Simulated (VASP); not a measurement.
# Mg2ZnS3 (P4/mmm) in VASP: further runs

Mg2ZnS3 is run at these levels: PBE; tasks: single point, relaxation of cell and atoms.

Program: VASP 6.6.1. These are calculated values, not measurements. Logs are shortened: lines on timing, memory, paths and dates and some standing lists are left out, and cuts for length are marked.

## 1. The cell of the first run

It takes space group P4/mmm (No. 123, tetragonal). The conventional cell has a = 3.573 Å, b = 3.573 Å, c = 10.553 Å, α = 90.00°, β = 90.00°, γ = 90.00°. Mg (site symmetry 4mm) has 5 S at 2.31 to 2.64 Å within 3.0 Å. Zn (site symmetry 4/mmm) has 2 S at 2.19 Å within 2.9 Å. Within 3.0 Å of S (site symmetry 4/mmm) lie 2 Mg at 2.31 Å. S (site symmetry 4mm) has 1 Zn at 2.19 Å and 4 Mg at 2.64 Å within 2.9 Å.

## 2. Single point, PBE

Contents of INCAR:

```
PREC = Accurate
ENCUT = 520
EDIFF = 1E-7
ISMEAR = 0
SIGMA = 0.1
LREAL = False
LASPH = True
NELM = 80
ALGO = Normal
ISIF = 2
LWAVE = False
LCHARG = False
GGA = PE
NBANDS = 26
```

Contents of KPOINTS:

```
regular mesh
0
Gamma
  4 4 2
```

Contents of POSCAR:

```
Mg2ZnS3
1.0
    3.5730750563      0.0000000000      0.0000000000
    0.0000000000      3.5730750563      0.0000000000
    0.0000000000      0.0000000000     10.5529665841
Mg Zn S
2 1 3
Direct
    0.0000000000      0.0000000000      0.7814887950
    0.0000000000      0.0000000000      0.2185112050
    0.5000000000      0.5000000000      0.5000000000
    0.0000000000      0.0000000000      0.0000000000
    0.5000000000      0.5000000000      0.2921029346
    0.5000000000      0.5000000000      0.7078970654
```

Potentials or basis: VASP PAW PBE potentials, release 64 (Mg, Zn, S).

Run with:

```
$ cat potpaw_PBE.64/Mg/POTCAR potpaw_PBE.64/Zn/POTCAR potpaw_PBE.64/S/POTCAR > POTCAR
$ mpirun -np 1 vasp_std > vasp.out
```

OUTCAR:

```text
PREC = Accurate
   ENCUT = 520
   EDIFF = 1E-7
   ISMEAR = 0
   LREAL = False
   LASPH = True
   NELM = 80
   ISIF = 2
   GGA = PE

 ion  position               nearest neighbor table
   1  0.000  0.000  0.781-   4 2.31   6 2.64   6 2.64   6 2.64   6 2.64
   2  0.000  0.000  0.219-   4 2.31   5 2.64   5 2.64   5 2.64   5 2.64
   3  0.500  0.500  0.500-   5 2.19   6 2.19
   4  0.000  0.000  0.000-   1 2.31   2 2.31
   5  0.500  0.500  0.292-   3 2.19   2 2.64   2 2.64   2 2.64   2 2.64
   6  0.500  0.500  0.708-   3 2.19   1 2.64   1 2.64   1 2.64   1 2.64

  LATTYP: Found a simple tetragonal cell.
 ALAT       =     3.5730750563
 C/A-ratio  =     2.9534690478

  Lattice vectors:

 A1 = (   3.5730750563,   0.0000000000,   0.0000000000)
 A2 = (   0.0000000000,   3.5730750563,   0.0000000000)
 A3 = (   0.0000000000,   0.0000000000,  10.5529665841)

Analysis of symmetry for initial positions (statically):
=====================================================================
 Subroutine PRICEL returns:
 Original cell was already a primitive cell.

 Routine SETGRP: Setting up the symmetry group for a
 simple tetragonal supercell.

 Subroutine GETGRP returns: Found 16 space group operations
 (whereof 16 operations were pure point group operations)
 out of a pool of 16 trial point group operations.

The static configuration has the point symmetry D_4h.

Analysis of symmetry for dynamics (positions and initial velocities):
=====================================================================
 Subroutine PRICEL returns:
 Original cell was already a primitive cell.

 Routine SETGRP: Setting up the symmetry group for a
 simple tetragonal supercell.

 Subroutine GETGRP returns: Found 16 space group operations
 (whereof 16 operations were pure point group operations)
 out of a pool of 16 trial point group operations.

The dynamic configuration has the point symmetry D_4h.

 Subroutine INISYM returns: Found 16 space group operations
 (whereof 16 operations are pure point group operations),
 and found     1 'primitive' translations

----------------------------------------------------------------------------------------

                                     Primitive cell

  volume of cell :     134.7283

  direct lattice vectors                    reciprocal lattice vectors
     3.573075056  0.000000000  0.000000000     0.279870975  0.000000000  0.000000000
     0.000000000  3.573075056  0.000000000     0.000000000  0.279870975  0.000000000
     0.000000000  0.000000000 10.552966584     0.000000000  0.000000000  0.094760084

  length of vectors
     3.573075056  3.573075056 10.552966584     0.279870975  0.279870975  0.094760084

  position of ions in fractional coordinates (direct lattice)
     0.000000000  0.000000000  0.781488795
     0.000000000  0.000000000  0.218511205
     0.500000000  0.500000000  0.500000000
     0.000000000  0.000000000  0.000000000
     0.500000000  0.500000000  0.292102935
     0.500000000  0.500000000  0.707897065

  ion indices of the primitive-cell ions
   primitive index   ion index
                 1           1
                 2           2
                 3           3
                 4           4
                 5           5
                 6           6

----------------------------------------------------------------------------------------

 KPOINTS: regular mesh

Automatic generation of k-mesh.
 Grid dimensions read from file:
 generate k-points for:    4    4    2

 Generating k-lattice:

  Cartesian coordinates                     Fractional coordinates (reciprocal lattice)
     0.069967744  0.000000000  0.000000000     0.250000000  0.000000000  0.000000000
     0.000000000  0.069967744  0.000000000     0.000000000  0.250000000  0.000000000
     0.000000000  0.000000000  0.047380042     0.000000000  0.000000000  0.500000000

  Length of vectors
     0.069967744  0.069967744  0.047380042

  Shift w.r.t. Gamma in fractional coordinates (k-lattice)
     0.000000000  0.000000000  0.000000000

 Subroutine IBZKPT returns following result:
 ===========================================

 Found     12 irreducible k-points:

 Following reciprocal coordinates:
            Coordinates               Weight
  0.000000  0.000000  0.000000      1.000000
  0.250000  0.000000  0.000000      4.000000
  0.500000  0.000000  0.000000      2.000000
  0.250000  0.250000  0.000000      4.000000
  0.500000  0.250000  0.000000      4.000000
  0.500000  0.500000  0.000000      1.000000
  0.000000  0.000000  0.500000      1.000000
  0.250000  0.000000  0.500000      4.000000
  0.500000  0.000000  0.500000      2.000000
  0.250000  0.250000  0.500000      4.000000
  0.500000  0.250000  0.500000      4.000000
  0.500000  0.500000  0.500000      1.000000
   k-points           NKPTS =     12   k-points in BZ     NKDIM =     12   number of bands    NBANDS=     26
   number of dos      NEDOS =    301   number of ions     NIONS =      6
   total plane-waves  NPLWV =  62720
   dimension x,y,z NGX =    28 NGY =   28 NGZ =   80
   dimension x,y,z NGXF=    56 NGYF=   56 NGZF=  160
   ions per type =               2   1   3
   NGX,Y,Z   is equivalent  to a cutoff of  13.03, 13.03, 12.60 a.u.
   NGXF,Y,Z  is equivalent  to a cutoff of  26.06, 26.06, 25.21 a.u.
 SYSTEM =  unknown system
   PREC   = accura    normal or accurate (medium, high low for compatibility)
   ISTART =      0    job   : 0-new  1-cont  2-samecut
   ICHARG =      2    charge: 1-file 2-atom 10-const
   ISPIN  =      1    spin polarized calculation?
   LNONCOLLINEAR =      F non collinear calculations
   LSORBIT =      F    spin-orbit coupling
   LASPH  =      T    aspherical Exc in radial PAW
   ENCUT  =  520.0 eV  38.22 Ry    6.18 a.u.   6.64  6.64 19.62*2*pi/ulx,y,z
   NELM   =     80;   NELMIN=  2; NELMDL= -5     # of ELM steps
   EDIFF  = 0.1E-06   stopping-criterion for ELM
   LREAL  =      F    real-space projection
   EDIFFG = 0.1E-05   stopping-criterion for IOM
   NSW    =      0    number of steps for IOM
   IBRION =     -1    ionic relax: 0-MD 1-quasi-New 2-CG
   NFREE  =      0    steps in history (QN), initial steepest desc. (CG)
   ISIF   =      2    stress and relaxation
   ISYM   =      2    0-nonsym 1-usesym 2-fastsym
   POTIM  = 0.5000    time-step for ionic-motion
   TEBEG  =    0.0;   TEEND  =   0.0 temperature during run
   PSTRESS=    0.0 pullay stress
   NELECT =      34.0000    total number of electrons
   NUPDOWN=      -1.0000    fix difference up-down
   EMIN   =  10.00;   EMAX   =-10.00  energy-range for DOS
   EFERMI =   0.00;   METHOD = LEGACY
   ISMEAR =     0;   SIGMA  =   0.10  broadening in eV -4-tet -1-fermi 0-gaus
   EFERMI_NEDOS =   21; number of points for ismear=-14 and -15
   IALGO  =     38    algorithm
   IMIX   =      4    mixing-type and parameters
     AMIX     =   0.40;   BMIX     =  1.00
     AMIX_MAG =   1.60;   BMIX_MAG =  1.00
  volume/ion in A,a.u.               =      22.45       151.53
  Fermi-wavevector in a.u.,A,eV,Ry     =   1.034542  1.955001 14.562009  1.070277
  Thomas-Fermi vector in A             =   2.168842
   LORBIT       =      0    0 simple, 1 ext, 2 COOP (PROOUT), +10 PAW based schemes
   GGA     = PE    functional components
   LHFCALC =     F    Hartree Fock is set to
   AEXX    =    0.0000 exact exchange contribution
   IVDW    =     0    specifies the selected vdW correction
   LEPSILON=     F    determine dielectric tensor
   LRPA    =     F    only Hartree local field effects (RPA)
 non-spin polarized calculation
 Gauss-broadening in eV      SIGMA  =   0.10
  energy-cutoff  :      520.00
  volume of cell :      134.73
 maximum number of plane-waves:      3653
 NGX is ok and might be reduce to    28
   NGX = 13   NGY = 13   NGZ = 39

 number of electron      33.9999987 magnetization

 Free energy of the ion-electron system (eV)
  ---------------------------------------------------
  ext. energy  EPLUGINS =         0.00000000
  ---------------------------------------------------
  free energy    TOTEN  =       -20.52151703 eV

  energy without entropy =      -20.49311694  energy(sigma->0) =      -20.50731699

 E-fermi :   3.3795     XC(G=0):  -8.7561

 val. band max:        3.3653385747   @ k =   0.2500   0.0000   0.5000
 cond. band min:       3.4040871149   @ k =   0.5000   0.2500   0.5000
 fundamental gap:      0.0387485402
 Fermi energy:         3.3794816115

 k-point     1 :       0.0000    0.0000    0.0000
  band No.  band energies     occupation
      1     -11.3939      2.00000
      2     -11.0814      2.00000
      3      -8.6056      2.00000
      4      -5.5004      2.00000
      5      -5.2270      2.00000
      6      -5.2002      2.00000
[... 18 lines left out ...]
     25       8.6779      0.00000
     26       9.8243      0.00000

 k-point     2 :       0.2500    0.0000    0.0000
  band No.  band energies     occupation
      1     -11.1397      2.00000
      2     -10.8225      2.00000
      3      -8.4234      2.00000
      4      -5.4613      2.00000
      5      -5.2692      2.00000
      6      -5.1946      2.00000
[... 18 lines left out ...]
     25       9.1137      0.00000
     26       9.4848      0.00000

 k-point     3 :       0.5000    0.0000    0.0000
  band No.  band energies     occupation
      1     -10.8467      2.00000
      2     -10.5218      2.00000
      3      -8.2279      2.00000
      4      -5.4046      2.00000
      5      -5.3705      2.00000
      6      -5.1891      2.00000
[... 224 lines left out ...]
 k-point    11 :       0.5000    0.2500    0.5000
  band No.  band energies     occupation
      1     -10.6412      2.00000
      2     -10.3074      2.00000
      3      -8.0456      2.00000
      4      -5.3533      2.00000
      5      -5.3393      2.00000
      6      -5.2443      2.00000
[... 18 lines left out ...]
     25       9.1594      0.00000
     26       9.6149      0.00000

 k-point    12 :       0.5000    0.5000    0.5000
  band No.  band energies     occupation
      1     -10.4133      2.00000
      2     -10.0632      2.00000
      3      -7.8450      2.00000
      4      -5.3149      2.00000
      5      -5.3149      2.00000
      6      -5.2884      2.00000
[... 18 lines left out ...]
     25       8.6610      0.00000
     26       8.7776      0.00000

------------------------ aborting loop because EDIFF is reached ----------------------------------------

  FORCE on cell =-STRESS in cart. coord.  units (eV):
  Direction    XX          YY          ZZ          XY          YZ          ZX
  --------------------------------------------------------------------------------------
  -------------------------------------------------------------------------------------
  Total       -0.0981553     -0.0981553      0.1308532      0.0000000      0.0000000     -0.0000000
  in kB       -1.1672547     -1.1672547      1.5560946      0.0000000      0.0000000     -0.0000000
  external PRESSURE =      -0.2594716 kB  Pullay stress =       0.0000000 kB

 VOLUME and BASIS-vectors are now :
 -----------------------------------------------------------------------------
  energy-cutoff  :      520.00
  volume of cell :      134.73
      direct lattice vectors                 reciprocal lattice vectors
     3.573075056  0.000000000  0.000000000     0.279870975  0.000000000  0.000000000
     0.000000000  3.573075056  0.000000000     0.000000000  0.279870975  0.000000000
     0.000000000  0.000000000 10.552966584     0.000000000  0.000000000  0.094760084

 POSITION                                       TOTAL-FORCE (eV/Angst)
 -----------------------------------------------------------------------------------
      0.00000      0.00000      8.24703         0.000000     -0.000000      0.009604
      0.00000      0.00000      2.30594         0.000000     -0.000000     -0.009604
      1.78654      1.78654      5.27648         0.000000     -0.000000      0.000000
      0.00000      0.00000      0.00000         0.000000     -0.000000      0.000000
      1.78654      1.78654      3.08255         0.000000      0.000000     -0.033944
      1.78654      1.78654      7.47041        -0.000000      0.000000      0.033944
 -----------------------------------------------------------------------------------
    total drift:                                0.000000      0.000000      0.000000

  FREE ENERGIE OF THE ION-ELECTRON SYSTEM (eV)
  ---------------------------------------------------
  free  energy   TOTEN  =       -20.5215170337 eV

  energy  without entropy=      -20.4931169369  energy(sigma->0) =      -20.50731699
```

Wall time 73 s (1 thread of Intel Xeon Platinum 8259CL at 2.50GHz (Skylake/Cascade Lake), shared host); peak memory 0.24 GiB.

Results:

- Free energy: -20.5215 eV
- Pressure: 0.0 GPa
- Largest force: 0.034 eV/Å
- Band gap on the k mesh: zero (band 17 reaches 3.37 eV, above the bottom of band 18 at 3.23 eV)

Forces on the atoms (eV/Å):
```
Mg   0.000  0.000  0.010
Mg   0.000  0.000 -0.010
Zn   0.000  0.000  0.000
S    0.000  0.000  0.000
S    0.000  0.000 -0.034
S    0.000  0.000  0.034
```

Caveat: the k points lie up to 0.44 Å⁻¹ apart.

[end of part 1 of 2]
